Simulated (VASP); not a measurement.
A run of VASP 6.6.1 is set up as follows.

Contents of INCAR:

```
SYSTEM = Mg9O8
PREC = Accurate
ENCUT = 520
EDIFF = 1E-6
ISMEAR = -1
SIGMA = 0.05
LREAL = Auto
LASPH = .True.
NELM = 100
ALGO = Normal
ISIF = 2
LWAVE = .False.
LCHARG = .False.
GGA = PE
IVDW = 12
NBANDS = 47
```

File KPOINTS:

```
regular mesh
0
Gamma
  2 2 2
  0 0 0
```

File POSCAR:

```
Mg9O8
1.0
    0.0000000000      4.0790000000      4.0790000000
    4.0790000000      0.0000000000      4.0790000000
    4.0790000000      4.0790000000      0.0000000000
Mg O
9 8
Direct
    0.0470967112      0.0470031045     -0.1419043193
    0.0046450176      0.0045501137      0.5167984358
   -0.0083551330      0.4959467508      0.0154411385
    0.0048142207      0.4732082321      0.5167042663
    0.4964231526     -0.0085060209      0.0152907856
    0.4733875827      0.0045705862      0.5168863083
    0.4965059770      0.4958534434      0.0153666551
    0.4915677767      0.4915340551      0.5245694573
    0.9072799735      0.9073545994      0.2773704991
    0.2461130775      0.2458188288      0.2614055050
    0.2606892473      0.2605698120      0.7470759570
    0.2663202864      0.7205976321      0.2913495108
    0.2607218781      0.7308500663      0.7471475642
    0.7208065627      0.2660916465      0.2918176926
    0.7310892026      0.2606796119      0.7468883527
    0.7210645186      0.7203988317      0.2916425342
    0.7545228478      0.7542801063      0.7361778568
```

Potentials or basis: VASP PAW PBE potentials, release 64 (Mg, O).

Run with:

```console
$ cat potpaw_PBE.64/Mg/POTCAR potpaw_PBE.64/O/POTCAR > POTCAR
$ mpirun -np 1 vasp_std > vasp.out
```

Q: What does it give for the band gap on the k mesh?

A: 0.25 eV.

Q: Predict the pressure.

A: 65.4 GPa.

Q: What does it give for the dispersion energy per atom?

A: -0.368 eV.

Q: What does it give for the largest force?

A: 0.241 eV/Å.

Forces in eV/Å, atoms in the order of the input:
```
Mg   0.140  0.138 -0.141
Mg  -0.028 -0.019  0.001
Mg   0.005  0.003 -0.001
Mg   0.005 -0.030  0.024
Mg   0.006  0.009 -0.008
Mg  -0.032  0.001  0.018
Mg   0.004  0.001 -0.001
Mg   0.020  0.010 -0.006
Mg  -0.081 -0.075  0.071
O   -0.010 -0.006  0.009
O   -0.003  0.005  0.006
O   -0.011  0.022  0.020
O   -0.006 -0.001  0.001
O    0.021 -0.016  0.015
O   -0.003 -0.005 -0.004
O   -0.010 -0.021 -0.020
O   -0.015 -0.016  0.015
```

Caveat: the k points lie up to 0.67 Å⁻¹ apart.
